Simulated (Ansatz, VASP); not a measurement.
# Au in VASP and in Ansatz

```
Au
1.0
    -1.65727    1.65727    1.68213
     1.65727   -1.65727    1.68213
     1.65727    1.65727   -1.68213
Au
1
Cartesian
  0.0000 0.0000 0.0000
```

Change from the starting cell: strain +0.000 along x and y, +0.015 along z, atoms carried along.

Alike in both runs: task single point; functional PBEsol; k mesh 20 × 20 × 20; occupations gaussian, width 0.15 eV; no spin polarisation.

|  | VASP | Ansatz |
| --- | --- | --- |
| version | VASP 6.6.1 | Ansatz 0.2.0 |
| potentials or method | VASP PAW PBE potentials, release 64 (Au), cutoff 520 eV | scalar-relativistic, plane waves, PAW |
| valence electrons in the cell | 11 | 19 |

|  | VASP | Ansatz | Ansatz less VASP |
| --- | --- | --- | --- |
| gap on the k mesh at the Fermi level (eV) | none | none | - |
| pressure (GPa) | -11.2 | -11.1 | +0.18 |

VASP's potentials were made for PBE, not for PBEsol. A gap of «none» marks a metal or a gap that the smearing closes. With one functional, cell and mesh, what is left measures potentials, basis and numerics. VASP's potentials hold 11 valence electrons a cell and Ansatz's 19, so a difference there can come from the potentials and not from the codes.

Neither program's run includes spin-orbit coupling.
